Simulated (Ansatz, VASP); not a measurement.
One calculation of Sr, two programs

The input INCAR:

```
SYSTEM = Sr
PREC     = Accurate       ! precision mode
ENCUT    = 500            ! plane-wave cutoff, eV
EDIFF    = 1E-6           ! SCF threshold, eV
ISMEAR   = -1             ! smearing method
SIGMA    = 0.3            ! smearing width, eV
LREAL    = .FALSE.        ! projectors in reciprocal space
LASPH    = .TRUE.         ! aspherical terms in the spheres
NELM     = 120            ! most SCF steps
ALGO     = Normal         ! electronic algorithm
ISIF     = 2              ! what is computed and relaxed
LWAVE    = .FALSE.        ! write WAVECAR
LCHARG   = .FALSE.        ! write CHGCAR
NBANDS   = 11             ! bands
GGA_COMPAT= .FALSE.
```

KPOINTS

```
Automatic mesh
0
G
  9 9 9
  0 0 0
```

Contents of POSCAR:

```
Sr
1.0
    0.0000000000      2.9028949114      2.9028949114
    2.9028949114      0.0000000000      2.9028949114
    2.9028949114      2.9028949114      0.0000000000
Sr
1
Direct
    0.0000000000      0.0000000000      0.0000000000
```

Input for Ansatz:

```yaml
crystal:
  lattice:
    - [0.0, 2.9028949114, 2.9028949114]
    - [2.9028949114, 0.0, 2.9028949114]
    - [2.9028949114, 2.9028949114, 0.0]
  atoms:
    - { symbol: Sr, position: [0.0, 0.0, 0.0] }
hamiltonian:
  xc: lda
  pseudopotentials:
    kind: paw
    azcp:
      Sr: "pseudopotentials/Sr.paw.azcp"
basis:
  ecutwfc: 420
  fft_grid_basis: typed
kpoints:
  mp_grid: { grid: [9, 9, 9], shift: [0, 0, 0] }
magnetization:
  spin_polarized: false
scf:
  occupations: { method: fermi_dirac, width: 0.3 }
  lower_state_search: "off"
output:
  stress: true
```

Alike in both runs: task single point; functional LDA; k mesh 9 × 9 × 9; occupations fermi-dirac, width 0.3 eV; no spin polarisation.

```csv
,VASP,Ansatz
version,VASP 6.6.1,Ansatz 0.2.0
potentials or method,"VASP PAW LDA potentials, release 64 (Sr_sv), cutoff 500 eV","plane waves (420 eV) with PAW, scalar-relativistic"
valence electrons in the cell,10,10
```

|  | VASP | Ansatz | Ansatz less VASP |
| --- | --- | --- | --- |
| pressure (GPa) | 0.1 | 0.2 | 0.00 |

Ansatz warns that its potentials were made for another functional, while VASP's fit it. LDA's correlation is that of Perdew and Zunger in VASP and of Perdew and Wang (1992) in Ansatz.
